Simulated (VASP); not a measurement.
# Mo (Im-3m) in VASP: further runs

The runs below take Mo through single point, with PBE.

Everything below comes from runs of VASP 6.6.1. Logs are shortened: lines on timing, memory, paths and dates and some standing lists are left out, and cuts for length are marked.

**1. The cell of the first run**

The structure is cubic, space group Im-3m (No. 229). The conventional cell has a = 3.016 Å, b = 3.016 Å, c = 3.016 Å, α = 90.00°, β = 90.00°, γ = 90.00°. Within 3.4 Å of Mo (site symmetry m-3m) lie 14 Mo at 2.61 to 3.02 Å.

**2. Single point, PBE (strain -0.040 along x and y, -0.040 along z)**

The input, INCAR:

```
  PREC = Accurate
  ENCUT = 520
  EDIFF = 1E-7
  ISMEAR = 0
  SIGMA = 0.15
  LREAL = F
  LASPH = T
  NELM = 80
  ALGO = Normal
  ISIF = 2
  LWAVE = F
  LCHARG = F
  GGA = PE
  NBANDS = 13
```

The input, KPOINTS:

```
regular mesh
0
Gamma
  22 22 22
```

The input, POSCAR:

```
Mo
1.0
   -1.5081600000      1.5081600000      1.5081600000
    1.5081600000     -1.5081600000      1.5081600000
    1.5081600000      1.5081600000     -1.5081600000
Mo
1
Direct
    0.0000000000      0.0000000000      0.0000000000
```

Potentials or basis: VASP PAW PBE potentials, release 64 (Mo_sv).

Command:

```console
> cat potpaw_PBE.64/Mo_sv/POTCAR > POTCAR
> mpirun -np 1 vasp_std > vasp.out
```

OUTCAR:

```text
PREC = Accurate
   ENCUT = 520
   EDIFF = 1E-7
   ISMEAR = 0
   LREAL = F
   LASPH = T
   NELM = 80
   ISIF = 2
   GGA = PE

 ion  position               nearest neighbor table
   1  0.000  0.000  0.000-

  LATTYP: Found a body centered cubic cell.
 ALAT       =     3.0163200000

  Lattice vectors:

 A1 = (  -1.5081600000,   1.5081600000,   1.5081600000)
 A2 = (   1.5081600000,  -1.5081600000,   1.5081600000)
 A3 = (   1.5081600000,   1.5081600000,  -1.5081600000)

Analysis of symmetry for initial positions (statically):
=====================================================================
 Subroutine PRICEL returns:
 Original cell was already a primitive cell.

 Routine SETGRP: Setting up the symmetry group for a
 body centered cubic supercell.

 Subroutine GETGRP returns: Found 48 space group operations
 (whereof 48 operations were pure point group operations)
 out of a pool of 48 trial point group operations.

The static configuration has the point symmetry O_h .

Analysis of symmetry for dynamics (positions and initial velocities):
=====================================================================
 Subroutine PRICEL returns:
 Original cell was already a primitive cell.

 Routine SETGRP: Setting up the symmetry group for a
 body centered cubic supercell.

 Subroutine GETGRP returns: Found 48 space group operations
 (whereof 48 operations were pure point group operations)
 out of a pool of 48 trial point group operations.

The dynamic configuration has the point symmetry O_h .

 Subroutine INISYM returns: Found 48 space group operations
 (whereof 48 operations are pure point group operations),
 and found     1 'primitive' translations

----------------------------------------------------------------------------------------

                                     Primitive cell

  volume of cell :      13.7215

  direct lattice vectors                    reciprocal lattice vectors
    -1.508160000  1.508160000  1.508160000     0.000000000  0.331529811  0.331529811
     1.508160000 -1.508160000  1.508160000     0.331529811  0.000000000  0.331529811
     1.508160000  1.508160000 -1.508160000     0.331529811  0.331529811  0.000000000

  length of vectors
     2.612209746  2.612209746  2.612209746     0.468853955  0.468853955  0.468853955

  position of ions in fractional coordinates (direct lattice)
     0.000000000  0.000000000  0.000000000

  ion indices of the primitive-cell ions
   primitive index   ion index
                 1           1

----------------------------------------------------------------------------------------

 KPOINTS: regular mesh

Automatic generation of k-mesh.
 Grid dimensions read from file:
 generate k-points for:   22   22   22

 Generating k-lattice:

  Cartesian coordinates                     Fractional coordinates (reciprocal lattice)
     0.000000000  0.015069537  0.015069537     0.045454545  0.000000000  0.000000000
     0.015069537  0.000000000  0.015069537     0.000000000  0.045454545  0.000000000
     0.015069537  0.015069537  0.000000000     0.000000000  0.000000000  0.045454545

  Length of vectors
     0.021311543  0.021311543  0.021311543

  Shift w.r.t. Gamma in fractional coordinates (k-lattice)
     0.000000000  0.000000000  0.000000000

 Subroutine IBZKPT returns following result:
 ===========================================

 Found    328 irreducible k-points:

 Following reciprocal coordinates:
            Coordinates               Weight
  0.000000  0.000000  0.000000      1.000000
  0.045455  0.000000  0.000000     12.000000
  0.090909  0.000000  0.000000     12.000000
  0.136364  0.000000  0.000000     12.000000
  0.181818  0.000000  0.000000     12.000000
  0.227273  0.000000  0.000000     12.000000
[... 16 lines left out ...]
  0.090909  0.090909  0.000000     24.000000
  0.136364  0.090909  0.000000     48.000000
 [... further k-points ...]
   k-points           NKPTS =    328   k-points in BZ     NKDIM =    328   number of bands    NBANDS=     13
   number of dos      NEDOS =    301   number of ions     NIONS =      1
   total plane-waves  NPLWV =   8000
   dimension x,y,z NGX =    20 NGY =   20 NGZ =   20
   dimension x,y,z NGXF=    40 NGYF=   40 NGZF=   40
   ions per type =               1
   NGX,Y,Z   is equivalent  to a cutoff of  12.73, 12.73, 12.73 a.u.
   NGXF,Y,Z  is equivalent  to a cutoff of  25.46, 25.46, 25.46 a.u.
 SYSTEM =  unknown system
   PREC   = accura    normal or accurate (medium, high low for compatibility)
   ISTART =      0    job   : 0-new  1-cont  2-samecut
   ICHARG =      2    charge: 1-file 2-atom 10-const
   ISPIN  =      1    spin polarized calculation?
   LNONCOLLINEAR =      F non collinear calculations
   LSORBIT =      F    spin-orbit coupling
   LASPH  =      T    aspherical Exc in radial PAW
   ENCUT  =  520.0 eV  38.22 Ry    6.18 a.u.   4.86  4.86  4.86*2*pi/ulx,y,z
   NELM   =     80;   NELMIN=  2; NELMDL= -5     # of ELM steps
   EDIFF  = 0.1E-06   stopping-criterion for ELM
   LREAL  =      F    real-space projection
   EDIFFG = 0.1E-05   stopping-criterion for IOM
   NSW    =      0    number of steps for IOM
   IBRION =     -1    ionic relax: 0-MD 1-quasi-New 2-CG
   NFREE  =      0    steps in history (QN), initial steepest desc. (CG)
   ISIF   =      2    stress and relaxation
   ISYM   =      2    0-nonsym 1-usesym 2-fastsym
   POTIM  = 0.5000    time-step for ionic-motion
   TEBEG  =    0.0;   TEEND  =   0.0 temperature during run
   PSTRESS=    0.0 pullay stress
   NELECT =      14.0000    total number of electrons
   NUPDOWN=      -1.0000    fix difference up-down
   EMIN   =  10.00;   EMAX   =-10.00  energy-range for DOS
   EFERMI =   0.00;   METHOD = LEGACY
   ISMEAR =     0;   SIGMA  =   0.15  broadening in eV -4-tet -1-fermi 0-gaus
   EFERMI_NEDOS =   21; number of points for ismear=-14 and -15
   IALGO  =     38    algorithm
   IMIX   =      4    mixing-type and parameters
     AMIX     =   0.40;   BMIX     =  1.00
     AMIX_MAG =   1.60;   BMIX_MAG =  1.00
  volume/ion in A,a.u.               =      13.72        92.60
  Fermi-wavevector in a.u.,A,eV,Ry     =   1.648100  3.114456 36.956579  2.716232
  Thomas-Fermi vector in A             =   2.737446
   LORBIT       =      0    0 simple, 1 ext, 2 COOP (PROOUT), +10 PAW based schemes
   GGA     = PE    functional components
   LHFCALC =     F    Hartree Fock is set to
   AEXX    =    0.0000 exact exchange contribution
   IVDW    =     0    specifies the selected vdW correction
   LEPSILON=     F    determine dielectric tensor
   LRPA    =     F    only Hartree local field effects (RPA)
 non-spin polarized calculation
 Gauss-broadening in eV      SIGMA  =   0.15
  energy-cutoff  :      520.00
  volume of cell :       13.72
 maximum number of plane-waves:       380
   NGX =  9   NGY =  9   NGZ =  9

 number of electron      14.0000004 magnetization

 Free energy of the ion-electron system (eV)
  ---------------------------------------------------
  ext. energy  EPLUGINS =         0.00000000
  ---------------------------------------------------
  free energy    TOTEN  =       -10.65019511 eV

  energy without entropy =      -10.64444183  energy(sigma->0) =      -10.64731847

 E-fermi :  14.8262     XC(G=0): -14.1403

 val. band max:       14.7897749580   @ k =  -0.3182   0.3636   0.2727
 cond. band min:      14.8336491091   @ k =  -0.3182   0.3182   0.2727
 fundamental gap:      0.0438741511
 Fermi energy:        14.8261630353

 k-point     1 :       0.0000    0.0000    0.0000
  band No.  band energies     occupation
      1     -46.5341      2.00000
      2     -19.4255      2.00000
      3     -19.4255      2.00000
      4     -19.4255      2.00000
      5       7.2033      2.00000
      6      13.1664      2.00000
      7      13.1664      2.00000
      8      13.1664      2.00000
      9      16.7045      0.00000
     10      16.7045      0.00000
     11      29.7959      0.00000
     12      29.7959      0.00000
     13      29.7959      0.00000

 k-point     2 :       0.0455    0.0000    0.0000
  band No.  band energies     occupation
      1     -46.5255      2.00000
      2     -19.4719      2.00000
      3     -19.4394      2.00000
      4     -19.4260      2.00000
      5       7.3109      2.00000
      6      13.1019      2.00000
      7      13.1563      2.00000
      8      13.2689      2.00000
      9      16.6004      0.00000
     10      16.7045      0.00000
     11      29.8858      0.00000
     12      29.9772      0.00000
     13      30.0475      0.00000

 k-point     3 :       0.0909    0.0000    0.0000
  band No.  band energies     occupation
      1     -46.5001      2.00000
      2     -19.6061      2.00000
      3     -19.4798      2.00000
      4     -19.4275      2.00000
      5       7.6205      2.00000
      6      12.9191      2.00000
      7      13.1163      2.00000
      8      13.5738      2.00000
      9      16.3506      0.00000
     10      16.7080      0.00000
     11      30.1274      0.00000
     12      30.5097      0.00000
     13      30.7265      0.00000
[... 305 lines left out ...]
 k-point    23 :       0.0909    0.0909    0.0000
  band No.  band energies     occupation
      1     -46.4369      2.00000
      2     -19.9284      2.00000
      3     -19.5417      2.00000
      4     -19.4710      2.00000
      5       8.3596      2.00000
      6      12.6233      2.00000
      7      12.7628      2.00000
      8      14.4647      1.99935
      9      15.8835      0.00000
     10      16.8501      0.00000
     11      30.7210      0.00000
     12      31.6701      0.00000
     13      32.0040      0.00000

 k-point    24 :       0.1364    0.0909    0.0000
  band No.  band energies     occupation
      1     -46.3868      2.00000
      2     -20.1667      2.00000
      3     -19.6182      2.00000
      4     -19.4857      2.00000
      5       8.8903      2.00000
      6      12.3388      2.00000
      7      12.5828      2.00000
      8      15.2016      0.00040
      9      15.7260      0.00000
     10      16.9770      0.00000
     11      31.0597      0.00000
     12      32.1673      0.00000
     13      32.7868      0.00000

 [... further k-points ...]

------------------------ aborting loop because EDIFF is reached ----------------------------------------

  FORCE on cell =-STRESS in cart. coord.  units (eV):
  Direction    XX          YY          ZZ          XY          YZ          ZX
  --------------------------------------------------------------------------------------
  -------------------------------------------------------------------------------------
  Total        4.2393777      4.2393777      4.2393777      0.0000000      0.0000000     -0.0000000
  in kB      495.0059882    495.0059882    495.0059882      0.0000000      0.0000000     -0.0000000
  external PRESSURE =     495.0059882 kB  Pullay stress =       0.0000000 kB

 VOLUME and BASIS-vectors are now :
 -----------------------------------------------------------------------------
  energy-cutoff  :      520.00
  volume of cell :       13.72
      direct lattice vectors                 reciprocal lattice vectors
    -1.508160000  1.508160000  1.508160000     0.000000000  0.331529811  0.331529811
     1.508160000 -1.508160000  1.508160000     0.331529811  0.000000000  0.331529811
     1.508160000  1.508160000 -1.508160000     0.331529811  0.331529811  0.000000000

 POSITION                                       TOTAL-FORCE (eV/Angst)
 -----------------------------------------------------------------------------------
      0.00000      0.00000      0.00000        -0.000000     -0.000000      0.000000
 -----------------------------------------------------------------------------------
    total drift:                                0.000000     -0.000000      0.000000

  FREE ENERGIE OF THE ION-ELECTRON SYSTEM (eV)
  ---------------------------------------------------
  free  energy   TOTEN  =       -10.6501951122 eV

  energy  without entropy=      -10.6444418256  energy(sigma->0) =      -10.64731847
```

It took 36 s on 1 thread of Intel Xeon 8259CL, shared host; peak memory 0.17 GiB.

What came out:

| Property | Result |
| --- | --- |
| Free energy | -10.6502 eV |
| Pressure | 49.5 GPa |
| Band gap on the k mesh | zero (bands 7 and 8 overlap by 6.42 eV) |

Caveat: the cell differs from its parent crystal (strain -0.040 along x and y, -0.040 along z); the cell stands under pressure.

[end of part 1 of 2]
